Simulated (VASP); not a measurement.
Wanted: the native input for a VASP 6.6.1 run.

```
Task                   : single point
Functional             : PBE
Potentials or basis    : VASP PAW PBE potentials, release 64 (Ti_sv)
Cutoff                 : 520 eV
k mesh                 : 1 × 1 × 1
Occupations            : fermi-dirac, width 0.01 eV
Spin                   : collinear spin
Starting moments       : [4.0] μB
Dipole correction      : no
Further INCAR settings : ALGO = Normal; EDIFF = 1e-06; NBANDS = 16; ISYM = 0
```

The structure of Ti lies in POSCAR:

```
Ti
1.0
   14.0000000000      0.0000000000      0.0000000000
    0.0000000000     14.4000000000      0.0000000000
    0.0000000000      0.0000000000     14.8000000000
Ti
1
Direct
    0.5000000000      0.5000000000      0.5000000000
```

The input as run:

INCAR

```
SYSTEM = Ti
  ALGO = Normal
  EDIFF = 1E-6
  ENCUT = 520
  GGA = PE
  ISIF = 2
  ISMEAR = -1
  ISPIN = 2
  ISYM = 0
  LASPH = .True.
  LCHARG = .False.
  LMAXMIX = 4
  LORBIT = 11
  LREAL = .False.
  LWAVE = .False.
  MAGMOM = 4
  NBANDS = 16
  NELM = 150
  PREC = Accurate
  SIGMA = 0.01
```

KPOINTS

```
k-points
0
Gamma
  1 1 1
  0 0 0
```

Potentials or basis: VASP PAW PBE potentials, release 64 (Ti_sv).

Launch:

```sh
$ cat potpaw_PBE.64/Ti_sv/POTCAR > POTCAR
$ mpirun -np 1 vasp_gam > vasp.out
```

Results of the run:

| Item | Value |
| --- | --- |
| Pressure | 0.0 GPa |
| Band gap on the k mesh | 0.82 eV |
| Net moment | 4.00 μB per cell |
| Site moments | Ti +2.40 μB |
| Valence electrons inside the program's atomic spheres | Ti 10.30 |

It took 24 min on 1 thread of Intel(R) Xeon(R) 6975P-C (Granite Rapids), with other jobs on the host, peak memory 2.9 GiB.
